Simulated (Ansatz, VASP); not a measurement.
Two plane-wave programs on CdSiSb2

```xyz
8
Lattice="4.4260 0.0000 0.0000 0.0000 4.4260 0.0000 0.0000 0.0000 12.9796" Properties=species:S:1:pos:R:3 pbc="T T T"
Cd    2.2130    0.0000   11.2368
Cd    0.0000    2.2130    1.7429
Sb    2.2130    2.2130    0.0000
Sb    0.0000    0.0000    3.5389
Sb    2.2130    2.2130    6.4898
Sb    0.0000    0.0000    9.4407
Si    2.2130    0.0000    4.9943
Si    0.0000    2.2130    7.9854
```

Alike in both runs: task single point; functional PBE; k mesh 6 × 6 × 2; occupations fermi-dirac, width 0.02 eV; no spin polarisation.

|  | VASP | Ansatz |
| --- | --- | --- |
| version | VASP 6.6.1 | Ansatz 0.2.0 |
| potentials or method | VASP PAW PBE potentials, release 64 (Cd, Sb, Si) | plane waves, PAW |
| plane-wave cutoff (eV) | 520 | 420 |
| valence electrons in the cell | 52 | 108 |

|  | VASP | Ansatz | Ansatz less VASP |
| --- | --- | --- | --- |
| pressure (GPa) | 0.1 | 0.0 | -0.11 |
| rms of the force components (eV/Å) | 0.006 | 0.001 | -0.0046 |

VASP's potentials hold 52 valence electrons a cell and Ansatz's 108, so a difference there can come from the potentials and not from the codes.

Neither program's run includes spin-orbit coupling.
